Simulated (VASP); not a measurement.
GaN:

```
Ga N
1.0
     3.30003    0.00000    0.00000
    -1.65002    2.85791    0.00000
     0.00000    0.00000    4.75587
Ga N
2 2
Direct
  0.33333 0.66667 0.25000
  0.66667 0.33333 0.75000
  0.66667 0.33333 0.25000
  0.33333 0.66667 0.75000
```

Base run:

```yaml
Program: VASP 6.6.1
Functional: r2SCAN
Potentials_or_basis: VASP PAW PBE potentials, release 64 (Ga_d, N)
Cutoff: 520 eV
k_mesh: 9 × 9 × 4
Occupations: gaussian, width 0.01 eV
Spin: no spin polarisation
```

Its results: band gap on the k mesh 1.88 eV, direct; pressure 0.9 GPa.

Question: The run is repeated on the same cell with these changes: functional from r2SCAN to PBE; k mesh from 9 × 9 × 4 to 12 × 12 × 6. What comes out?

Answer: Band gap on the k mesh 1.46 eV, direct; pressure 6.4 GPa.

Several settings changed at once, so the effect can't be laid on one alone.

Caveats: the PAW data sets were made with another functional, which shifts forces and pressure a little (some runs).

